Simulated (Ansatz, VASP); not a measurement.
# One calculation of AlRu, two programs

INCAR

```
  PREC = Accurate
  ENCUT = 520
  EDIFF = 1E-6
  ISMEAR = 0
  SIGMA = 0.15
  LREAL = False
  LASPH = True
  NELM = 100
  ALGO = Fast
  ISIF = 2
  LWAVE = False
  LCHARG = True
  GGA = PE
  LELF = True
  LVHAR = True
  NBANDS = 16
```

The input KPOINTS:

```
regular mesh
0
Gamma
  18 18 18
```

POSCAR

```
AlRu
1.0
    3.3581265107      0.0000000000      0.0000000000
    0.0000000000      3.3581265107      0.0000000000
    0.0000000000      0.0000000000      2.3741954431
Al Ru
1 1
Direct
    0.0000000000      0.0000000000      0.0000000000
    0.5000000000      0.5000000000      0.5000000000
```

Input for Ansatz:

```yaml
crystal:
  lattice:
    - [3.3581265107, 0.0, 0.0]
    - [0.0, 3.3581265107, 0.0]
    - [0.0, 0.0, 2.3741954431]
  atoms:
    - { symbol: Al, position: [0.0, 0.0, 0.0] }
    - { symbol: Ru, position: [0.5, 0.5, 0.5] }
basis:
  ecutwfc: 420
kpoints:
  mp_grid: { grid: [18, 18, 18] }
hamiltonian:
  xc: pbe
scf:
  occupations: { method: gaussian, width: 0.15 }
output:
  forces: true
  stress: true
  eigenvalues: true
```

Alike in both runs: task single point; functional PBE; k mesh 18 × 18 × 18; occupations gaussian, width 0.15 eV; no spin polarisation.

```csv
,VASP,Ansatz
version,VASP 6.6.1,Ansatz 0.2.0
potentials or method,"VASP PAW PBE potentials, release 64 (Al, Ru_pv), cutoff 520 eV","scalar-relativistic, plane waves, PAW"
valence electrons in the cell,17,19
```

```tsv
	VASP	Ansatz	Ansatz less VASP
gap on the k mesh at the Fermi level (eV)	none	none	-
pressure (GPa)	23.2	23.1	-0.01
traceless stress, the component that is largest in VASP (GPa)	51.53	51.31	-0.219
```

A gap of «none» marks a metal or a gap that the smearing closes. VASP's potentials hold 17 valence electrons a cell and Ansatz's 19, so a difference there can come from the potentials and not from the codes.
